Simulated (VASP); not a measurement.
Write the native input for VASP 6.6.1 that does the following.

| Item | Value |
| --- | --- |
| Task | density of states |
| Functional | PBE |
| Potentials or basis | VASP PAW PBE potentials, release 64 (Be) |
| Cutoff | 520 eV |
| k mesh | 20 × 20 × 20 |
| Occupations | fermi-dirac, width 0.08 eV |
| Spin | no spin polarisation |
| Dipole correction | no |
| k mesh for the DOS | 30 × 30 × 30 |
| Occupations for the DOS | tetrahedron |
| Further INCAR settings | ALGO = Normal; EDIFF = 1e-06 |

The system is Be.

```
Be
1.0
     0.00000    1.16334    1.16334
     1.16334    0.00000    1.16334
     1.16334    1.16334    0.00000
Be
1
Direct
  0.00000 0.00000 0.00000
```

This cell differs from its parent crystal: volume scaled by 0.4.

One way to write it, as run:

POSCAR

```
Be
1.0
    0.0000000000      1.1633444247      1.1633444247
    1.1633444247      0.0000000000      1.1633444247
    1.1633444247      1.1633444247      0.0000000000
Be
1
Direct
    0.0000000000      0.0000000000      0.0000000000
```

INCAR.step1

```
PREC = Accurate ; ENCUT = 520
EDIFF = 1E-6 ; ISMEAR = -1
SIGMA = 0.08 ; LREAL = False
LASPH = True ; NELM = 80
ALGO = Normal ; ISIF = 2
LWAVE = False ; LCHARG = True
GGA = PE ; NBANDS = 7
```

KPOINTS.step1

```
Automatic mesh
0
Gamma
  20 20 20
```

INCAR.step2

```
PREC = Accurate ; ENCUT = 520
EDIFF = 1E-6 ; ISMEAR = -5
SIGMA = 0.08 ; LREAL = False
LASPH = True ; NELM = 80
ALGO = Normal ; ISIF = 2
LWAVE = False ; LCHARG = False
GGA = PE ; LORBIT = 11
NEDOS = 1001 ; ICHARG = 11
```

KPOINTS.step2

```
Automatic mesh
0
Gamma
  30 30 30
```

Potentials or basis: VASP PAW PBE potentials, release 64 (Be).

Launch:

```console
$ cat potpaw_PBE.64/Be/POTCAR > POTCAR
$ cp INCAR.step1 INCAR
$ cp KPOINTS.step1 KPOINTS
$ mpirun -np 1 vasp_std > vasp.out
$ cp INCAR.step2 INCAR
$ cp KPOINTS.step2 KPOINTS
$ mpirun -np 1 vasp_std > vasp.out
```

Wall time 7.5 s on 1 thread of Intel Xeon 6975P-C (shared host), peak memory 0.11 GiB.
